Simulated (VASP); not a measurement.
## GaN: single point with LDA

Crystal: GaN.

```
CELL_PARAMETERS angstrom
0.00000 2.22760 2.22760
2.22760 0.00000 2.22760
2.22760 2.22760 0.00000
ATOMIC_POSITIONS crystal
Ga 0.00000 0.00000 0.00000
N 0.25000 0.25000 0.25000
```

```
Program                : VASP 6.6.1
Task                   : single point
Functional             : LDA
Potentials or basis    : VASP PAW LDA potentials, release 64 (Ga_d, N_h)
Cutoff                 : 1330 eV
k mesh                 : 10 × 10 × 10
Occupations            : gaussian, width 0.02 eV
Spin                   : no spin polarisation
Dipole correction      : no
Further INCAR settings : ALGO = Normal; EDIFF = 1e-06; NBANDS = 16
```

```yaml
Pressure: 1.0 GPa
Band_gap_on_the_k_mesh: 1.97 eV
```

Levels at points of the mesh, in eV from the valence-band top:
```csv
k point,band 5,band 6,band 7,band 8,band 9,band 10,band 11,band 12,band 13,band 14
"(0.00, 0.00, 0.00)",-13.24,-13.24,0.00,0.00,0.00,1.97,10.33,10.33,10.33,17.78
"(0.50, 0.00, 0.00)",-13.18,-11.86,-7.35,-1.02,-1.02,4.78,8.77,10.39,10.39,15.69
"(0.50, 0.50, 0.00)",-13.15,-11.38,-6.35,-2.86,-2.86,3.26,6.69,11.75,14.12,14.12
```

Run time: 38 s on 1 thread of Intel(R) Xeon(R) Platinum 8488C (Sapphire Rapids), on a shared host, peak memory 0.24 GiB.
